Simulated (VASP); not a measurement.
# MnGa4 (Im-3m) in VASP: single point with LDA

Aim: the single point of MnGa4 with LDA.

Program: VASP 6.6.1. These are calculated values, not measurements. Logs are shortened: lines on timing, memory, paths and dates and some standing lists are left out, and cuts for length are marked.

### Step 1. The cell of the first run

The structure is cubic, space group Im-3m (No. 229). The conventional cell has a = 5.544 Å, b = 5.544 Å, c = 5.544 Å, α = 90.00°, β = 90.00°, γ = 90.00°. Within 3.2 Å of Mn (site symmetry m-3m) lie 8 Ga at 2.40 Å. Within 3.2 Å of Ga (site symmetry -3m) lie 2 Mn at 2.40 Å and 6 Ga at 2.77 Å.

### Step 2. Single point, LDA, collinear spin, ferromagnetic start

File INCAR:

```
SYSTEM = MnGa4
PREC = Accurate
ENCUT = 520
EDIFF = 1E-7
ISMEAR = -1
SIGMA = 0.05
LREAL = .FALSE.
LASPH = .TRUE.
NELM = 150
ALGO = Normal
ISIF = 2
LWAVE = .FALSE.
LCHARG = .TRUE.
ISPIN = 2
MAGMOM = 5.2 0 0 0 0
LORBIT = 11
LMAXMIX = 4
GGA = CA
LELF = .TRUE.
LVHAR = .TRUE.
NBANDS = 44
```

File KPOINTS:

```
regular mesh
0
G
  6 6 6
  0 0 0
```

File POSCAR:

```
MnGa4
1.0
   -2.7718640000      2.7718640000      2.7718640000
    2.7718640000     -2.7718640000      2.7718640000
    2.7718640000      2.7718640000     -2.7718640000
Mn Ga
1 4
Direct
    0.0000000000      0.0000000000      0.0000000000
    0.0000000000      0.0000000000      0.5000000000
    0.0000000000      0.5000000000      0.0000000000
    0.5000000000      0.0000000000      0.0000000000
    0.5000000000      0.5000000000      0.5000000000
```

Potentials or basis: VASP PAW LDA potentials, release 64 (Mn_pv, Ga_d).

The run is started by

```bash
cat potpaw_LDA.64/Mn_pv/POTCAR potpaw_LDA.64/Ga_d/POTCAR > POTCAR
mpirun -np 1 vasp_std > vasp.out
```

OUTCAR:

```text
SYSTEM = MnGa4
   PREC = Accurate
   ENCUT = 520
   EDIFF = 1E-7
   ISMEAR = -1
   LREAL = .FALSE.
   LASPH = .TRUE.
   NELM = 150
   ISIF = 2
   ISPIN = 2
   LORBIT = 11
   GGA = CA

 ion  position               nearest neighbor table
   1  0.000  0.000  0.000-   2 2.40   3 2.40   4 2.40   5 2.40   2 2.40   3 2.40   4 2.40   5 2.40

   2  0.000  0.000  0.500-   1 2.40   1 2.40   4 2.77   5 2.77   3 2.77   3 2.77   4 2.77   5 2.77

   3  0.000  0.500  0.000-   1 2.40   1 2.40   4 2.77   5 2.77   2 2.77   2 2.77   5 2.77   4 2.77

   4  0.500  0.000  0.000-   1 2.40   1 2.40   3 2.77   5 2.77   5 2.77   2 2.77   2 2.77   3 2.77

   5  0.500  0.500  0.500-   1 2.40   1 2.40   3 2.77   4 2.77   4 2.77   3 2.77   2 2.77   2 2.77

  LATTYP: Found a body centered cubic cell.
 ALAT       =     5.5437280000

  Lattice vectors:

 A1 = (  -2.7718640000,   2.7718640000,   2.7718640000)
 A2 = (   2.7718640000,  -2.7718640000,   2.7718640000)
 A3 = (   2.7718640000,   2.7718640000,  -2.7718640000)

Analysis of symmetry for initial positions (statically):
=====================================================================
 Subroutine PRICEL returns:
 Original cell was already a primitive cell.

 Routine SETGRP: Setting up the symmetry group for a
 body centered cubic supercell.

 Subroutine GETGRP returns: Found 48 space group operations
 (whereof 48 operations were pure point group operations)
 out of a pool of 48 trial point group operations.

The static configuration has the point symmetry O_h .

Analysis of symmetry for dynamics (positions and initial velocities):
=====================================================================
 Subroutine PRICEL returns:
 Original cell was already a primitive cell.

 Routine SETGRP: Setting up the symmetry group for a
 body centered cubic supercell.

 Subroutine GETGRP returns: Found 48 space group operations
 (whereof 48 operations were pure point group operations)
 out of a pool of 48 trial point group operations.

The dynamic configuration has the point symmetry O_h .

Analysis of structural, dynamic, and magnetic symmetry:
=====================================================================
 Subroutine PRICEL returns:
 Original cell was already a primitive cell.

 Routine SETGRP: Setting up the symmetry group for a
 body centered cubic supercell.

 Subroutine GETGRP returns: Found 48 space group operations
 (whereof 48 operations were pure point group operations)
 out of a pool of 48 trial point group operations.

The overall configuration has the point symmetry O_h .

 Subroutine INISYM returns: Found 48 space group operations
 (whereof 48 operations are pure point group operations),
 and found     1 'primitive' translations

----------------------------------------------------------------------------------------

                                     Primitive cell

  volume of cell :      85.1875

  direct lattice vectors                    reciprocal lattice vectors
    -2.771864000  2.771864000  2.771864000     0.000000000  0.180384030  0.180384030
     2.771864000 -2.771864000  2.771864000     0.180384030  0.000000000  0.180384030
     2.771864000  2.771864000 -2.771864000     0.180384030  0.180384030  0.000000000

  length of vectors
     4.801009280  4.801009280  4.801009280     0.255101542  0.255101542  0.255101542

  position of ions in fractional coordinates (direct lattice)
     0.000000000  0.000000000  0.000000000
     0.000000000  0.000000000  0.500000000
     0.000000000  0.500000000  0.000000000
     0.500000000  0.000000000  0.000000000
     0.500000000  0.500000000  0.500000000

  ion indices of the primitive-cell ions
   primitive index   ion index
                 1           1
                 2           2
                 3           3
                 4           4
                 5           5

----------------------------------------------------------------------------------------

 KPOINTS: regular mesh

Automatic generation of k-mesh.
 Grid dimensions read from file:
 generate k-points for:    6    6    6

 Generating k-lattice:

  Cartesian coordinates                     Fractional coordinates (reciprocal lattice)
     0.000000000  0.030064005  0.030064005     0.166666667  0.000000000  0.000000000
     0.030064005  0.000000000  0.030064005     0.000000000  0.166666667  0.000000000
     0.030064005  0.030064005  0.000000000     0.000000000  0.000000000  0.166666667

  Length of vectors
     0.042516924  0.042516924  0.042516924

  Shift w.r.t. Gamma in fractional coordinates (k-lattice)
     0.000000000  0.000000000  0.000000000

 Subroutine IBZKPT returns following result:
 ===========================================

 Found     16 irreducible k-points:

 Following reciprocal coordinates:
            Coordinates               Weight
  0.000000  0.000000  0.000000      1.000000
  0.166667  0.000000  0.000000     12.000000
  0.333333  0.000000  0.000000     12.000000
  0.500000  0.000000  0.000000      6.000000
  0.166667  0.166667  0.000000     24.000000
  0.333333  0.166667 -0.000000     48.000000
[... 8 lines left out ...]
  0.500000  0.500000  0.333333     12.000000
  0.500000  0.500000  0.500000      1.000000
   k-points           NKPTS =     16   k-points in BZ     NKDIM =     16   number of bands    NBANDS=     44
   number of dos      NEDOS =    301   number of ions     NIONS =      5
   total plane-waves  NPLWV =  46656
   dimension x,y,z NGX =    36 NGY =   36 NGZ =   36
   dimension x,y,z NGXF=    72 NGYF=   72 NGZF=   72
   ions per type =               1   4
   NGX,Y,Z   is equivalent  to a cutoff of  12.47, 12.47, 12.47 a.u.
   NGXF,Y,Z  is equivalent  to a cutoff of  24.93, 24.93, 24.93 a.u.
 SYSTEM =  MnGa4
   PREC   = accura    normal or accurate (medium, high low for compatibility)
   ISTART =      0    job   : 0-new  1-cont  2-samecut
   ICHARG =      2    charge: 1-file 2-atom 10-const
   ISPIN  =      2    spin polarized calculation?
   LNONCOLLINEAR =      F non collinear calculations
   LSORBIT =      F    spin-orbit coupling
   LASPH  =      T    aspherical Exc in radial PAW
   ENCUT  =  520.0 eV  38.22 Ry    6.18 a.u.   8.93  8.93  8.93*2*pi/ulx,y,z
   NELM   =    150;   NELMIN=  2; NELMDL= -5     # of ELM steps
   EDIFF  = 0.1E-06   stopping-criterion for ELM
   LREAL  =      F    real-space projection
   EDIFFG = 0.1E-05   stopping-criterion for IOM
   NSW    =      0    number of steps for IOM
   IBRION =     -1    ionic relax: 0-MD 1-quasi-New 2-CG
   NFREE  =      0    steps in history (QN), initial steepest desc. (CG)
   ISIF   =      2    stress and relaxation
   ISYM   =      2    0-nonsym 1-usesym 2-fastsym
   POTIM  = 0.5000    time-step for ionic-motion
   TEBEG  =    0.0;   TEEND  =   0.0 temperature during run
   PSTRESS=    0.0 pullay stress
   NELECT =      65.0000    total number of electrons
   NUPDOWN=      -1.0000    fix difference up-down
   EMIN   =  10.00;   EMAX   =-10.00  energy-range for DOS
   EFERMI =   0.00;   METHOD = LEGACY
   ISMEAR =    -1;   SIGMA  =   0.05  broadening in eV -4-tet -1-fermi 0-gaus
   EFERMI_NEDOS =   21; number of points for ismear=-14 and -15
   IALGO  =     38    algorithm
   IMIX   =      4    mixing-type and parameters
     AMIX     =   0.40;   BMIX     =  1.00
     AMIX_MAG =   1.60;   BMIX_MAG =  1.00
  volume/ion in A,a.u.               =      17.04       114.97
  Fermi-wavevector in a.u.,A,eV,Ry     =   1.495962  2.826959 30.448529  2.237904
  Thomas-Fermi vector in A             =   2.608040
   LORBIT       =     11    0 simple, 1 ext, 2 COOP (PROOUT), +10 PAW based schemes
   GGA     = CA    functional components
   LHFCALC =     F    Hartree Fock is set to
   AEXX    =    0.0000 exact exchange contribution
   IVDW    =     0    specifies the selected vdW correction
   LEPSILON=     F    determine dielectric tensor
   LRPA    =     F    only Hartree local field effects (RPA)
 spin polarized calculation
  energy-cutoff  :      520.00
  volume of cell :       85.19
 maximum number of plane-waves:      2330
   NGX = 17   NGY = 17   NGZ = 17

 number of electron      64.9999957 magnetization       0.3315941

 Free energy of the ion-electron system (eV)
  ---------------------------------------------------
  ext. energy  EPLUGINS =         0.00000000
  ---------------------------------------------------
  free energy    TOTEN  =       -25.51905954 eV

  energy without entropy =      -25.50165294  energy(sigma->0) =      -25.51035624

 E-fermi :   6.0939     XC(G=0): -11.6234

 val. band max:        6.0815871841   @ k =   0.5000   0.5000   0.3333
 cond. band min:       6.0939779291   @ k =  -0.1667   0.1667   0.1667
 fundamental gap:      0.0123907450
 Fermi energy:         6.0938927993

 spin component 1

 k-point     1 :       0.0000    0.0000    0.0000
  band No.  band energies     occupation
      1     -41.7089      1.00000
      2     -41.7089      1.00000
      3     -41.7089      1.00000
      4      -9.3739      1.00000
      5      -9.3739      1.00000
      6      -9.2820      1.00000
[... 36 lines left out ...]
     43      13.6296      0.00000
     44      13.6296      0.00000

 k-point     2 :       0.1667    0.0000    0.0000
  band No.  band energies     occupation
      1     -41.7091      1.00000
      2     -41.7090      1.00000
      3     -41.7089      1.00000
      4      -9.3590      1.00000
      5      -9.3413      1.00000
      6      -9.2596      1.00000
[... 36 lines left out ...]
     43      12.5488      0.00000
     44      13.9596      0.00000

 k-point     3 :       0.3333    0.0000    0.0000
  band No.  band energies     occupation
      1     -41.7097      1.00000
      2     -41.7092      1.00000
      3     -41.7089      1.00000
      4      -9.3212      1.00000
      5      -9.2559      1.00000
      6      -9.2373      1.00000
[... 600 lines left out ...]
     43      15.5952      0.00000
     44      15.6952      0.00000

 k-point    16 :       0.5000    0.5000    0.5000
  band No.  band energies     occupation
      1     -41.7099      1.00000
      2     -41.7099      1.00000
      3     -41.7099      1.00000
      4      -9.3275      1.00000
      5      -9.3275      1.00000
      6      -9.3275      1.00000
[... 36 lines left out ...]
     43      17.1207      0.00000
     44      17.1207      0.00000
 Fermi energy:         6.0938927993

 spin component 2

 k-point     1 :       0.0000    0.0000    0.0000
  band No.  band energies     occupation
      1     -41.3406      1.00000
      2     -41.3406      1.00000
      3     -41.3406      1.00000
      4      -9.3765      1.00000
      5      -9.3765      1.00000
      6      -9.2838      1.00000
[... 36 lines left out ...]
     43      13.6290      0.00000
     44      13.6290      0.00000

 k-point     2 :       0.1667    0.0000    0.0000
  band No.  band energies     occupation
      1     -41.3408      1.00000
      2     -41.3407      1.00000
      3     -41.3406      1.00000
      4      -9.3616      1.00000
      5      -9.3439      1.00000
      6      -9.2616      1.00000
[... 36 lines left out ...]
     43      12.5699      0.00000
     44      13.9609      0.00000

 k-point     3 :       0.3333    0.0000    0.0000
  band No.  band energies     occupation
      1     -41.3414      1.00000
      2     -41.3410      1.00000
      3     -41.3406      1.00000
      4      -9.3239      1.00000
      5      -9.2580      1.00000
      6      -9.2401      1.00000
[... 600 lines left out ...]
     43      15.5990      0.00000
     44      15.7288      0.00000

 k-point    16 :       0.5000    0.5000    0.5000
  band No.  band energies     occupation
      1     -41.3417      1.00000
      2     -41.3417      1.00000
      3     -41.3417      1.00000
      4      -9.3305      1.00000
      5      -9.3305      1.00000
      6      -9.3305      1.00000
[... 36 lines left out ...]
     43      17.1118      0.00000
     44      17.1118      0.00000

------------------------ aborting loop because EDIFF is reached ----------------------------------------

  FORCE on cell =-STRESS in cart. coord.  units (eV):
  Direction    XX          YY          ZZ          XY          YZ          ZX
  --------------------------------------------------------------------------------------
  -------------------------------------------------------------------------------------
  Total       -2.6681651     -2.6681651     -2.6681651      0.0000000      0.0000000      0.0000000
  in kB      -50.1819509    -50.1819509    -50.1819509      0.0000000      0.0000000      0.0000000
  external PRESSURE =     -50.1819509 kB  Pullay stress =       0.0000000 kB

 VOLUME and BASIS-vectors are now :
 -----------------------------------------------------------------------------
  energy-cutoff  :      520.00
  volume of cell :       85.19
      direct lattice vectors                 reciprocal lattice vectors
    -2.771864000  2.771864000  2.771864000     0.000000000  0.180384030  0.180384030
     2.771864000 -2.771864000  2.771864000     0.180384030  0.000000000  0.180384030
     2.771864000  2.771864000 -2.771864000     0.180384030  0.180384030  0.000000000

 POSITION                                       TOTAL-FORCE (eV/Angst)
 -----------------------------------------------------------------------------------
      0.00000      0.00000      0.00000         0.000000     -0.000000     -0.000000
      1.38593      1.38593     -1.38593         0.000000     -0.000000     -0.000000
      1.38593     -1.38593      1.38593        -0.000000     -0.000000      0.000000
     -1.38593      1.38593      1.38593        -0.000000      0.000000     -0.000000
      1.38593      1.38593      1.38593        -0.000000      0.000000      0.000000
 -----------------------------------------------------------------------------------
    total drift:                               -0.000000     -0.000000      0.000000

  FREE ENERGIE OF THE ION-ELECTRON SYSTEM (eV)
  ---------------------------------------------------
  free  energy   TOTEN  =       -25.5190595409 eV

  energy  without entropy=      -25.5016529380  energy(sigma->0) =      -25.51035624

 total charge

# of ion       s       p       d       tot
------------------------------------------
    1        0.335   6.355   5.345  12.035
    2        0.962   0.763   9.973  11.697
    3        0.962   0.763   9.973  11.697
    4        0.962   0.763   9.973  11.697
    5        0.962   0.763   9.973  11.697
--------------------------------------------------
tot          4.183   9.405  45.236  58.824

 magnetization (x)

# of ion       s       p       d       tot
------------------------------------------
    1        0.001  -0.000   0.373   0.373
    2       -0.004  -0.007  -0.001  -0.011
    3       -0.004  -0.007  -0.001  -0.011
    4       -0.004  -0.007  -0.001  -0.011
    5       -0.004  -0.007  -0.001  -0.011
--------------------------------------------------
tot         -0.016  -0.026   0.370   0.329
```

It took 3 min on 1 thread of Intel Xeon 8259CL, shared host; peak memory 0.23 GiB.

Results:

- Free energy: -25.5191 eV
- Pressure: -5.0 GPa
- Net moment: 0.33 μB per cell
- Site moments: Mn +0.37; Ga -0.01 μB
- Valence electrons inside the program's atomic spheres: Mn 12.04; Ga 11.70

Caveat: the cell stands under tension.
